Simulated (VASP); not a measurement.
Input of a VASP 6.6.1 run:

Contents of INCAR:

```
PREC = Accurate
ENCUT = 600
EDIFF = 1E-6
ISMEAR = -1
SIGMA = 0.1
LREAL = False
LASPH = True
NELM = 80
ALGO = Normal
ISIF = 8
LWAVE = False
LCHARG = False
IBRION = 2
NSW = 80
EDIFFG = -0.03
```

The input KPOINTS:

```
Automatic mesh
0
Gamma
  10 10 5
```

File POSCAR:

```
Cd
1.0
    2.9788700000      0.0000000000      0.0000000000
   -1.4894350000      2.5797770000      0.0000000000
    0.0000000000      0.0000000000      5.6176500000
Cd
2
Direct
    0.3333333333      0.6666666667      0.2500000000
    0.6666666667      0.3333333333      0.7500000000
```

Potentials or basis: VASP PAW LDA potentials, release 64 (Cd).

The run is started by

```bash
$ cat potpaw_LDA.64/Cd/POTCAR > POTCAR
$ mpirun -np 1 vasp_std > vasp.out
```

Q: What does it give for the band gap on the k mesh?

A: Zero (bands 12 and 13 overlap by 4.09 eV).

Q: What does it give for the relaxed cell?

A: a = 2.914 Å, b = 2.914 Å, c = 5.494 Å, α = 90.00°, β = 90.00°, γ = 120.00°.

Q: Estimate the space group after relaxing (to 0.1 Å).

A: P6_3/mmc (No. 194).

Q: What does it give for the relaxed volume?

A: 20.20 Å³/atom.

The path:
```csv
step,energy change (eV),largest force (eV/Å),pressure (GPa),volume (Å³)
1,0.0000,0.0000,-4.07,43.17
2,-0.0362,0.0000,1.08,39.83
3,-0.0381,0.0000,0.00,40.39
```

LDA usually gives volumes a few per cent too small. Zero-point motion and thermal expansion aren't in these numbers.
